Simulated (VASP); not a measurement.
A run of VASP 6.6.1:

Contents of INCAR:

```
ALGO = Normal
EDIFF = 1E-7
ENCUT = 520
GGA = PS
ISIF = 2
ISMEAR = 0
LASPH = True
LCHARG = True
LELF = True
LREAL = False
LVHAR = True
LWAVE = False
NBANDS = 36
NELM = 100
PREC = Accurate
SIGMA = 0.1
```

The input KPOINTS:

```
k-points
0
Gamma
  6 6 6
```

POSCAR

```
AlPt
1.0
    5.0667651267      0.0000000000      0.0000000000
    0.0000000000      5.0667651267      0.0000000000
    0.0000000000      0.0000000000      5.0667651267
Al Pt
4 4
Direct
    0.8440320000      0.8440320000      0.8440320000
    0.6559680000      0.1559680000      0.3440320000
    0.3440320000      0.6559680000      0.1559680000
    0.1559680000      0.3440320000      0.6559680000
    0.1550630000      0.1550630000      0.1550630000
    0.3449370000      0.8449370000      0.6550630000
    0.6550630000      0.3449370000      0.8449370000
    0.8449370000      0.6550630000      0.3449370000
```

Potentials or basis: VASP PAW PBE potentials, release 64 (Al, Pt).

Run with:

```sh
$ cat potpaw_PBE.64/Al/POTCAR potpaw_PBE.64/Pt/POTCAR > POTCAR
$ mpirun -np 1 vasp_std > vasp.out
```

Hardware: 1 thread of Intel(R) Xeon(R) Platinum 8488C (Sapphire Rapids), on a shared host.

Q: How long does it take, and how much memory?

A: Wall time 82 s on 1 thread of Intel(R) Xeon(R) Platinum 8488C (Sapphire Rapids), on a shared host, peak memory 0.28 GiB. Counts: scf iterations 14, k points 24.
